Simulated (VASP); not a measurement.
Crystal: Pd.

```
Pd
1.0
    -1.57228    1.57228    1.57228
     1.57228   -1.57228    1.57228
     1.57228    1.57228   -1.57228
Pd
1
Direct
  0.00000 0.00000 0.00000
```

| Property | Result |
| --- | --- |
| Program | VASP 6.6.1 |
| Task | relaxation of cell and atoms |
| Functional | RPBE |
| Potentials or basis | VASP PAW PBE potentials, release 64 (Pd) |
| Cutoff | 600 eV |
| k mesh | 12 × 12 × 12 |
| Occupations | fermi-dirac, width 0.05 eV |
| Spin | no spin polarisation |

At the start: pressure 3.0 GPa; volume 15.55 Å³/atom.

How do energy, volume and symmetry change on relaxing?

Over 5 steps the energy falls by 2.8 meV/atom and the volume is 15.85 Å³/atom (+1.9 %); space group Im-3m (No. 229, to 0.05 Å).

Step by step:
| step | energy change (eV) | largest force (eV/Å) | pressure (GPa) | volume (Å³) |
| --- | --- | --- | --- | --- |
| 1 | 0.0000 | 0.0000 | 3.03 | 15.55 |
| 2 | 0.0007 | 0.0000 | -3.08 | 16.22 |
| 3 | -0.0028 | 0.0000 | -0.11 | 15.86 |
| 4 | -0.0028 | 0.0000 | 0.11 | 15.85 |
| 5 | -0.0028 | 0.0000 | 0.09 | 15.85 |

Final structure:
```cif
data_structure
_symmetry_space_group_name_H-M 'P 1'
_symmetry_Int_Tables_number 1
_cell_length_a 2.7407
_cell_length_b 2.7407
_cell_length_c 2.7407
_cell_angle_alpha 109.471
_cell_angle_beta 109.471
_cell_angle_gamma 109.471
_cell_volume 15.85
loop_
_atom_site_label
_atom_site_type_symbol
_atom_site_fract_x
_atom_site_fract_y
_atom_site_fract_z
_atom_site_occupancy
Pd1 Pd 0.00000 0.00000 0.00000 1
```

Caveat: the PAW data sets were made with another functional, which shifts forces and pressure a little.
